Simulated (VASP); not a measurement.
# ZnCu (Pm-3m) in VASP: single point with PBE

Aim: the single point of ZnCu with PBE.

Everything below comes from runs of VASP 6.6.1. Logs are shortened: lines on timing, memory, paths and dates and some standing lists are left out, and cuts for length are marked.

## 1. The cell of the first run

Symmetry: Pm-3m, No. 221, cubic system. The conventional cell has a = 2.927 Å, b = 2.927 Å, c = 2.927 Å, α = 90.00°, β = 90.00°, γ = 90.00°. Within 3.3 Å of Cu (site symmetry m-3m) lie 8 Zn at 2.53 Å and 6 Cu at 2.93 Å. Within 3.3 Å of Zn (site symmetry m-3m) lie 8 Cu at 2.53 Å and 6 Zn at 2.93 Å.

## 2. Single point, PBE

File POSCAR:

```
ZnCu
1.0
    2.9266660000      0.0000000000      0.0000000000
    0.0000000000      2.9266660000      0.0000000000
    0.0000000000      0.0000000000      2.9266660000
Cu Zn
1 1
Direct
    0.0000000000      0.0000000000      0.0000000000
    0.5000000000      0.5000000000      0.5000000000
```

File INCAR.step1:

```
PREC = Accurate
ENCUT = 520
EDIFF = 1E-6
ISMEAR = 0
SIGMA = 0.0795
LREAL = False
LASPH = True
NELM = 120
ALGO = Normal
ISIF = 2
LWAVE = False
LCHARG = True
LMAXMIX = 4
GGA = PE
NBANDS = 18
GGA_COMPAT = False
NEDOS = 2001
LORBIT = 11
```

File KPOINTS.step1:

```
Automatic mesh
0
Gamma
  11 11 11
```

File INCAR.step2:

```
PREC = Accurate
ENCUT = 520
EDIFF = 1E-6
ISMEAR = -5
SIGMA = 0.0795
LREAL = False
LASPH = True
NELM = 120
ALGO = Normal
ISIF = 2
LWAVE = False
LCHARG = False
LMAXMIX = 4
GGA = PE
LORBIT = 11
NBANDS = 18
NEDOS = 1001
ICHARG = 11
GGA_COMPAT = False
```

File KPOINTS.step2:

```
Automatic mesh
0
Gamma
  17 17 17
```

Potentials or basis: VASP PAW PBE potentials, release 64 (Cu, Zn).

The run is started by

```console
$ cat potpaw_PBE.64/Cu/POTCAR potpaw_PBE.64/Zn/POTCAR > POTCAR
$ cp INCAR.step1 INCAR
$ cp KPOINTS.step1 KPOINTS
$ mpirun -np 1 vasp_std > vasp.out
$ cp INCAR.step2 INCAR
$ cp KPOINTS.step2 KPOINTS
$ mpirun -np 1 vasp_std > vasp.out
```

OUTCAR:

```text
PREC = Accurate
   ENCUT = 520
   EDIFF = 1E-6
   ISMEAR = -5
   LREAL = False
   LASPH = True
   NELM = 120
   ISIF = 2
   GGA = PE
   LORBIT = 11
   ICHARG = 11

 ion  position               nearest neighbor table
   1  0.000  0.000  0.000-   2 2.53   2 2.53   2 2.53   2 2.53   2 2.53   2 2.53   2 2.53   2 2.53

   2  0.500  0.500  0.500-   1 2.53   1 2.53   1 2.53   1 2.53   1 2.53   1 2.53   1 2.53   1 2.53

  LATTYP: Found a simple cubic cell.
 ALAT       =     2.9266660000

  Lattice vectors:

 A1 = (   2.9266660000,   0.0000000000,   0.0000000000)
 A2 = (   0.0000000000,   2.9266660000,   0.0000000000)
 A3 = (   0.0000000000,   0.0000000000,   2.9266660000)

Analysis of symmetry for initial positions (statically):
=====================================================================
 Subroutine PRICEL returns:
 Original cell was already a primitive cell.

 Routine SETGRP: Setting up the symmetry group for a
 simple cubic supercell.

 Subroutine GETGRP returns: Found 48 space group operations
 (whereof 48 operations were pure point group operations)
 out of a pool of 48 trial point group operations.

The static configuration has the point symmetry O_h .

Analysis of symmetry for dynamics (positions and initial velocities):
=====================================================================
 Subroutine PRICEL returns:
 Original cell was already a primitive cell.

 Routine SETGRP: Setting up the symmetry group for a
 simple cubic supercell.

 Subroutine GETGRP returns: Found 48 space group operations
 (whereof 48 operations were pure point group operations)
 out of a pool of 48 trial point group operations.

The dynamic configuration has the point symmetry O_h .

 Subroutine INISYM returns: Found 48 space group operations
 (whereof 48 operations are pure point group operations),
 and found     1 'primitive' translations

----------------------------------------------------------------------------------------

                                     Primitive cell

  volume of cell :      25.0680

  direct lattice vectors                    reciprocal lattice vectors
     2.926666000  0.000000000  0.000000000     0.341685727  0.000000000  0.000000000
     0.000000000  2.926666000  0.000000000     0.000000000  0.341685727  0.000000000
     0.000000000  0.000000000  2.926666000     0.000000000  0.000000000  0.341685727

  length of vectors
     2.926666000  2.926666000  2.926666000     0.341685727  0.341685727  0.341685727

  position of ions in fractional coordinates (direct lattice)
     0.000000000  0.000000000  0.000000000
     0.500000000  0.500000000  0.500000000

  ion indices of the primitive-cell ions
   primitive index   ion index
                 1           1
                 2           2

----------------------------------------------------------------------------------------

 KPOINTS: Automatic mesh

Automatic generation of k-mesh.
 Grid dimensions read from file:
 generate k-points for:   17   17   17

 Generating k-lattice:

  Cartesian coordinates                     Fractional coordinates (reciprocal lattice)
     0.020099160  0.000000000  0.000000000     0.058823529  0.000000000  0.000000000
     0.000000000  0.020099160  0.000000000     0.000000000  0.058823529  0.000000000
     0.000000000  0.000000000  0.020099160     0.000000000  0.000000000  0.058823529

  Length of vectors
     0.020099160  0.020099160  0.020099160

  Shift w.r.t. Gamma in fractional coordinates (k-lattice)
     0.000000000  0.000000000  0.000000000

 TETIRR: Found   2433 inequivalent tetrahedra from    29478

 Subroutine IBZKPT returns following result:
 ===========================================

 Found    165 irreducible k-points:

 Following reciprocal coordinates:
            Coordinates               Weight
  0.000000  0.000000  0.000000      1.000000
  0.058824  0.000000  0.000000      6.000000
  0.117647  0.000000  0.000000      6.000000
  0.176471  0.000000  0.000000      6.000000
  0.235294  0.000000  0.000000      6.000000
  0.294118  0.000000  0.000000      6.000000
[... 16 lines left out ...]
  0.411765  0.117647  0.000000     24.000000
  0.470588  0.117647  0.000000     24.000000
 [... further k-points ...]
   k-points           NKPTS =    165   k-points in BZ     NKDIM =    165   number of bands    NBANDS=     18
   number of dos      NEDOS =   1001   number of ions     NIONS =      2
   total plane-waves  NPLWV =  13824
   dimension x,y,z NGX =    24 NGY =   24 NGZ =   24
   dimension x,y,z NGXF=    48 NGYF=   48 NGZF=   48
   ions per type =               1   1
   NGX,Y,Z   is equivalent  to a cutoff of  13.63, 13.63, 13.63 a.u.
   NGXF,Y,Z  is equivalent  to a cutoff of  27.27, 27.27, 27.27 a.u.
 SYSTEM =  unknown system
   PREC   = accura    normal or accurate (medium, high low for compatibility)
   ISTART =      0    job   : 0-new  1-cont  2-samecut
   ICHARG =     11    charge: 1-file 2-atom 10-const
   ISPIN  =      1    spin polarized calculation?
   LNONCOLLINEAR =      F non collinear calculations
   LSORBIT =      F    spin-orbit coupling
   LASPH  =      T    aspherical Exc in radial PAW
   ENCUT  =  520.0 eV  38.22 Ry    6.18 a.u.   5.44  5.44  5.44*2*pi/ulx,y,z
   NELM   =    120;   NELMIN=  2; NELMDL=  0     # of ELM steps
   EDIFF  = 0.1E-05   stopping-criterion for ELM
   LREAL  =      F    real-space projection
   EDIFFG = 0.1E-04   stopping-criterion for IOM
   NSW    =      0    number of steps for IOM
   IBRION =     -1    ionic relax: 0-MD 1-quasi-New 2-CG
   NFREE  =      0    steps in history (QN), initial steepest desc. (CG)
   ISIF   =      2    stress and relaxation
   ISYM   =      2    0-nonsym 1-usesym 2-fastsym
   POTIM  = 0.5000    time-step for ionic-motion
   TEBEG  =    0.0;   TEEND  =   0.0 temperature during run
   PSTRESS=    0.0 pullay stress
   NELECT =      23.0000    total number of electrons
   NUPDOWN=      -1.0000    fix difference up-down
   EMIN   =  10.00;   EMAX   =-10.00  energy-range for DOS
   EFERMI =   0.00;   METHOD = LEGACY
   ISMEAR =    -5;   SIGMA  =   0.08  broadening in eV -4-tet -1-fermi 0-gaus
   EFERMI_NEDOS =   21; number of points for ismear=-14 and -15
   IALGO  =     38    algorithm
   IMIX   =      4    mixing-type and parameters
     AMIX     =   0.40;   BMIX     =  1.00
     AMIX_MAG =   1.60;   BMIX_MAG =  1.00
  volume/ion in A,a.u.               =      12.53        84.58
  Fermi-wavevector in a.u.,A,eV,Ry     =   1.590783  3.006144 34.430776  2.530591
  Thomas-Fermi vector in A             =   2.689425
   LORBIT       =     11    0 simple, 1 ext, 2 COOP (PROOUT), +10 PAW based schemes
   GGA     = PE    functional components
   LHFCALC =     F    Hartree Fock is set to
   AEXX    =    0.0000 exact exchange contribution
   IVDW    =     0    specifies the selected vdW correction
   LEPSILON=     F    determine dielectric tensor
   LRPA    =     F    only Hartree local field effects (RPA)
 non-spin polarized calculation
 Fermi weights with tetrahedron method with Bloechl corrections
  energy-cutoff  :      520.00
  volume of cell :       25.07
 maximum number of plane-waves:       699
 NGX is ok and might be reduce to    24

 number of electron      22.9999988 magnetization

 Free energy of the ion-electron system (eV)
  ---------------------------------------------------
  ext. energy  EPLUGINS =         0.00000000
  ---------------------------------------------------
  free energy    TOTEN  =        -4.99529621 eV

  energy without entropy =       -4.99529621  energy(sigma->0) =       -4.99529621

 E-fermi :   5.7317     XC(G=0): -12.5073

 val. band max:        5.8267162570   @ k =   0.3529   0.3529   0.1176
 cond. band min:       5.7283429996   @ k =   0.2941   0.0000   0.0000
 fundamental gap:     -0.0983732573
 Fermi energy:         5.7317214348

 k-point     1 :       0.0000    0.0000    0.0000
  band No.  band energies     occupation
      1      -4.7625      2.00000
      2      -2.1956      2.00000
      3      -2.1956      2.00000
      4      -1.4698      2.00000
      5      -1.4698      2.00000
      6      -1.4698      2.00000
[... 10 lines left out ...]
     17      18.3068      0.00000
     18      29.3480      0.00000

 k-point     2 :       0.0588    0.0000    0.0000
  band No.  band energies     occupation
      1      -4.6989      2.00000
      2      -2.1879      2.00000
      3      -2.1816      2.00000
      4      -1.4755      2.00000
      5      -1.4755      2.00000
      6      -1.4669      2.00000
[... 10 lines left out ...]
     17      18.6842      0.00000
     18      28.8352      0.00000

 k-point     3 :       0.1176    0.0000    0.0000
  band No.  band energies     occupation
      1      -4.5095      2.00000
      2      -2.1656      2.00000
      3      -2.1404      2.00000
      4      -1.4919      2.00000
      5      -1.4919      2.00000
      6      -1.4585      2.00000
[... 10 lines left out ...]
     17      20.1121      0.00000
     18      27.2216      0.00000

 k-point     4 :       0.1765    0.0000    0.0000
  band No.  band energies     occupation
      1      -4.1991      2.00000
      2      -2.1315      2.00000
      3      -2.0739      2.00000
      4      -1.5167      2.00000
      5      -1.5167      2.00000
      6      -1.4456      2.00000
[... 10 lines left out ...]
     17      22.1360      0.00000
     18      25.8563      0.00000

 k-point     5 :       0.2353    0.0000    0.0000
  band No.  band energies     occupation
      1      -3.7785      2.00000
      2      -2.0898      2.00000
      3      -1.9824      2.00000
      4      -1.5465      2.00000
      5      -1.5465      2.00000
      6      -1.4301      2.00000
[... 10 lines left out ...]
     17      24.2623      0.00000
     18      24.3599      0.00000

 k-point     6 :       0.2941    0.0000    0.0000
  band No.  band energies     occupation
      1      -3.2743      2.00000
      2      -2.0459      2.00000
      3      -1.8550      2.00000
      4      -1.5771      2.00000
      5      -1.5771      2.00000
      6      -1.4139      2.00000
[... 10 lines left out ...]
     17      22.7179      0.00000
     18      22.7272      0.00000

 k-point     7 :       0.3529    0.0000    0.0000
  band No.  band energies     occupation
      1      -2.7597      2.00000
      2      -2.0057      2.00000
      3      -1.6408      2.00000
      4      -1.6046      2.00000
      5      -1.6046      2.00000
      6      -1.3992      2.00000
[... 10 lines left out ...]
     17      21.2481      0.00000
     18      21.2482      0.00000

 k-point     8 :       0.4118    0.0000    0.0000
  band No.  band energies     occupation
      1      -2.3914      2.00000
      2      -1.9750      2.00000
      3      -1.6252      2.00000
      4      -1.6252      2.00000
      5      -1.3881      2.00000
      6      -1.2212      2.00000
[... 10 lines left out ...]
     17      19.8654      0.00000
     18      19.8654      0.00000
[... 229 lines left out ...]
     17      22.3936      0.00000
     18      22.5188      0.00000

 k-point    20 :       0.2353    0.1176    0.0000
  band No.  band energies     occupation
      1      -3.5491      2.00000
      2      -2.0545      2.00000
      3      -1.9477      2.00000
      4      -1.5576      2.00000
      5      -1.5560      2.00000
      6      -1.4556      2.00000
[... 10 lines left out ...]
     17      20.9860      0.00000
     18      24.4597      0.00000

 k-point    21 :       0.2941    0.1176    0.0000
  band No.  band energies     occupation
      1      -3.0704      2.00000
      2      -2.0135      2.00000
      3      -1.8510      2.00000
      4      -1.5879      2.00000
      5      -1.5416      2.00000
      6      -1.4483      2.00000
[... 10 lines left out ...]
     17      21.0243      0.00000
     18      22.9027      0.00000

 k-point    22 :       0.3529    0.1176    0.0000
  band No.  band energies     occupation
      1      -2.6048      2.00000
      2      -1.9743      2.00000
      3      -1.7933      2.00000
      4      -1.6167      2.00000
      5      -1.4415      2.00000
      6      -1.3736      2.00000
[... 10 lines left out ...]
     17      21.4480      0.00000
     18      21.5378      0.00000

 k-point    23 :       0.4118    0.1176    0.0000
  band No.  band energies     occupation
      1      -2.2883      2.00000
      2      -1.9397      2.00000
      3      -1.7976      2.00000
      4      -1.6384      2.00000
      5      -1.4363      2.00000
      6      -0.9256      2.00000
[... 10 lines left out ...]
     17      20.0820      0.00000
     18      21.6751      0.00000

 k-point    24 :       0.4706    0.1176    0.0000
  band No.  band energies     occupation
      1      -2.1543      2.00000
      2      -1.9132      2.00000
      3      -1.8193      2.00000
      4      -1.6500      2.00000
      5      -1.4335      2.00000
      6      -0.2957      2.00000
[... 10 lines left out ...]
     17      19.7820      0.00000
     18      20.9376      0.00000

 [... further k-points ...]
[... 5 lines left out ...]
  --------------------------------------------------------------------------------------
  -------------------------------------------------------------------------------------
  Total        1.0422214      1.0422214      1.0422214      0.0000000     -0.0000000      0.0000000
  in kB       66.6117866     66.6117866     66.6117866      0.0000000     -0.0000000      0.0000000
  external PRESSURE =      66.6117866 kB  Pullay stress =       0.0000000 kB

 VOLUME and BASIS-vectors are now :
 -----------------------------------------------------------------------------
  energy-cutoff  :      520.00
  volume of cell :       25.07
      direct lattice vectors                 reciprocal lattice vectors
     2.926666000  0.000000000  0.000000000     0.341685727  0.000000000  0.000000000
     0.000000000  2.926666000  0.000000000     0.000000000  0.341685727  0.000000000
     0.000000000  0.000000000  2.926666000     0.000000000  0.000000000  0.341685727

 POSITION                                       TOTAL-FORCE (eV/Angst)
 -----------------------------------------------------------------------------------
      0.00000      0.00000      0.00000         0.000000      0.000000      0.000000
      1.46333      1.46333      1.46333         0.000000      0.000000      0.000000
 -----------------------------------------------------------------------------------
    total drift:                                0.000000      0.000000     -0.000000

  FREE ENERGIE OF THE ION-ELECTRON SYSTEM (eV)
  ---------------------------------------------------
  free  energy   TOTEN  =        -4.9952962122 eV

  energy  without entropy=       -4.9952962122  energy(sigma->0) =       -4.99529621

 total charge

# of ion       s       p       d       tot
------------------------------------------
    1        0.431   0.395   9.181  10.008
    2        0.586   0.538   9.739  10.862
--------------------------------------------------
tot          1.017   0.933  18.920  20.870
```

Run time: 85 s. Hardware: 1 thread of Intel Xeon 8259CL, shared host; peak memory 0.19 GiB.

What came out:

| Quantity | Value |
| --- | --- |
| Valence electrons inside the program's atomic spheres | Cu 10.01; Zn 10.86 |
